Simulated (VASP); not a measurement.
## Rb: single point with PBEsol

Rb:

```
CELL_PARAMETERS angstrom
-3.03048 3.03048 2.91824
3.03048 -3.03048 2.91824
3.03048 3.03048 -2.91824
ATOMIC_POSITIONS crystal
Rb 0.00000 0.00000 0.00000
```

This cell differs from its parent crystal: strain +0.080 along x and y, +0.040 along z.

```json
{"Program": "VASP 6.6.1", "Task": "single point", "Functional": "PBEsol", "Potentials or basis": "VASP PAW PBE potentials, release 64 (Rb_sv)", "Cutoff": "520 eV", "k mesh": "12 × 12 × 12", "Occupations": "gaussian, width 0.15 eV", "Spin": "no spin polarisation", "Dipole correction": "no", "Further INCAR settings": "ALGO = Fast; EDIFF = 1e-06; NBANDS = 10"}
```

```
Pressure : -0.4 GPa
```

Levels at points of the mesh, in eV from the Fermi level:
```csv
k point,band 3,band 4,band 5,band 6,band 7,band 8
"(0.00, 0.00, 0.00)",-13.02,-13.02,-1.76,3.42,3.59,3.59
"(0.50, 0.00, 0.00)",-13.04,-13.02,0.29,0.71,2.49,3.94
"(0.50, 0.50, 0.00)",-13.04,-13.02,0.22,0.64,2.67,3.87
"(0.50, 0.50, 0.50)",-13.06,-13.06,1.31,1.40,2.75,2.75
```

Wall time 2 min on 1 thread of Intel(R) Xeon(R) Platinum 8375C CPU @ 2.90GHz (Ice Lake), on a shared host, peak memory 0.35 GiB.

Caveat: the cell differs from its parent crystal (strain +0.080 along x and y, +0.040 along z); the PAW data sets were made with another functional, which shifts forces and pressure a little.
